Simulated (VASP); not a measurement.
The system is Cu.

```
CELL_PARAMETERS angstrom
2.55616 0.00000 0.00000
-1.27808 2.21370 0.00000
0.00000 0.00000 8.34842
ATOMIC_POSITIONS crystal
Cu 0.00000 0.00000 0.00000
Cu 0.00000 0.00000 0.50000
Cu 0.33333 0.66667 0.25000
Cu 0.66667 0.33333 0.75000
```

This isn't the form of Cu at room conditions, which is fcc.

| Property | Result |
| --- | --- |
| Program | VASP 6.6.1 |
| Task | relaxation of cell and atoms |
| Functional | BLYP |
| Potentials or basis | VASP PAW PBE potentials, release 64 (Cu_sv_GW) |
| Cutoff | 820 eV |
| k mesh | 14 × 14 × 4 |
| Occupations | fermi-dirac, width 0.1 eV |
| Spin | no spin polarisation |

At the start: pressure 8.9 GPa; volume 11.81 Å³/atom.

Task: How do energy, volume and symmetry change on relaxing?

Result: Over 4 steps the energy falls by 18.6 meV/atom and the volume is 12.50 Å³/atom (+5.9 %); space group P6_3/mmc (No. 194, to 0.1 Å) before and after.

Step by step:
| step | energy change (eV) | largest force (eV/Å) | pressure (GPa) | volume (Å³) |
| --- | --- | --- | --- | --- |
| 1 | 0.0000 | 0.0000 | 8.90 | 47.24 |
| 2 | -0.0479 | 0.0000 | -4.72 | 51.87 |
| 3 | -0.0745 | 0.0000 | -0.15 | 50.06 |
| 4 | -0.0745 | 0.0000 | 0.02 | 50.00 |

Final structure:
```
Cu
1.0
     2.60519    0.00000    0.00000
    -1.30259    2.25616    0.00000
     0.00000    0.00000    8.50756
Cu
4
Direct
  0.00000 0.00000 0.00000
  0.00000 0.00000 0.50000
  0.33333 0.66667 0.25000
  0.66667 0.33333 0.75000
```

Caveat: the PAW data sets were made with another functional, which shifts forces and pressure a little.
